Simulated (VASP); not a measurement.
A run of VASP 6.6.1 is set up as follows.

The input INCAR:

```
SYSTEM = NbTe3
PREC = Accurate
ENCUT = 600
EDIFF = 1E-7
ISMEAR = 0
SIGMA = 0.1
LREAL = .FALSE.
LASPH = .TRUE.
NELM = 80
ALGO = Normal
ISIF = 3
LWAVE = .FALSE.
LCHARG = .FALSE.
GGA = PE
IBRION = 2
NSW = 90
EDIFFG = -0.04
```

The input KPOINTS:

```
regular mesh
0
G
  3 3 6
  0 0 0
```

File POSCAR:

```
NbTe3
1.0
    9.7064106551      0.0000000000      0.0000000000
   -4.8532053275      8.4059982069      0.0000000000
    0.0000000000      0.0000000000      3.4208651556
Nb Te
2 6
Direct
    0.3333333333      0.6666666667      0.2500000000
    0.6666666667      0.3333333333      0.7500000000
    0.7965416082      0.5930832163      0.2500000000
    0.2034583918      0.7965416082      0.7500000000
    0.4069167837      0.2034583918      0.2500000000
    0.2034583918      0.4069167837      0.7500000000
    0.7965416082      0.2034583918      0.2500000000
    0.5930832163      0.7965416082      0.7500000000
```

Potentials or basis: VASP PAW PBE potentials, release 64 (Nb_sv, Te).

The run is started by

```console
$ cat potpaw_PBE.64/Nb_sv/POTCAR potpaw_PBE.64/Te/POTCAR > POTCAR
$ mpirun -np 1 vasp_std > vasp.out
```

Problem. Predict the relaxed volume.

Solution. 35.90 Å³/atom.

Problem. What does it give for the band gap on the k mesh?

Solution. Zero (bands 31 and 32 overlap by 0.52 eV).

Problem. Predict the space group after relaxing (to 0.1 Å).

Solution. P6_3/mmc (No. 194).

Forces on the atoms (eV/Å):
```
Nb   0.000  0.000  0.000
Nb   0.000  0.000  0.000
Te   0.000 -0.010  0.000
Te   0.009 -0.005  0.000
Te   0.009  0.005  0.000
Te   0.000  0.010  0.000
Te  -0.009  0.005  0.000
Te  -0.009 -0.005  0.000
```

Caveat: spin-orbit coupling is left out, which moves the levels of the heavy elements; this functional lacks dispersion, which binds layers or chains, so the pressure and a relaxed spacing across them are unreliable.
